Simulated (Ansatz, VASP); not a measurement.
# Two plane-wave programs on AlN

The input INCAR:

```
  PREC = Accurate
  ENCUT = 600
  EDIFF = 1E-6
  ISMEAR = 0
  SIGMA = 0.1
  LREAL = False
  LASPH = True
  NELM = 120
  ALGO = Normal
  ISIF = 2
  LWAVE = False
  LCHARG = False
  GGA = PE
  NBANDS = 11
  GGA_COMPAT = False
```

The input KPOINTS:

```
Automatic mesh
0
Gamma
  8 8 8
```

The input POSCAR:

```
AlN
1.0
    0.0000000000      2.1839935600      2.1839935600
    2.1839935600      0.0000000000      2.1839935600
    2.1839935600      2.1839935600      0.0000000000
Al N
1 1
Direct
    0.0000000000      0.0000000000      0.0000000000
    0.2500000000      0.2500000000      0.2500000000
```

Input for Ansatz:

```yaml
crystal:
  lattice:
    - [0.0, 2.18399356, 2.18399356]
    - [2.18399356, 0.0, 2.18399356]
    - [2.18399356, 2.18399356, 0.0]
  atoms:
    - { symbol: Al, position: [0.0, 0.0, 0.0] }
    - { symbol: "N", position: [0.25, 0.25, 0.25] }
basis:
  ecutwfc: 420
kpoints:
  mp_grid: { grid: [8, 8, 8] }
hamiltonian:
  xc: pbe
  pseudopotentials: { kind: paw, azcp: { folder: soft_1 } }
scf:
  occupations: { method: gaussian, width: 0.1 }
output:
  forces: true
  stress: true
  eigenvalues: true
```

Alike in both runs: task single point; functional PBE; k mesh 8 × 8 × 8; occupations gaussian, width 0.1 eV; no spin polarisation.

|  | VASP | Ansatz |
| --- | --- | --- |
| version | VASP 6.6.1 | Ansatz 0.2.0 |
| potentials or method | VASP PAW PBE potentials, release 64 (Al, N), cutoff 600 eV | scalar-relativistic, plane waves, PAW |
| valence electrons in the cell | 8 | 8 |

VASP gave:

- gap on the k mesh at the Fermi level (eV): 3.32
- least direct gap on the mesh (eV): 4.20
- pressure (GPa): 4.5

Estimate Ansatz's values.

gap on the k mesh at the Fermi level (eV): 3.32; least direct gap on the mesh (eV): 4.19; pressure (GPa): 4.8.
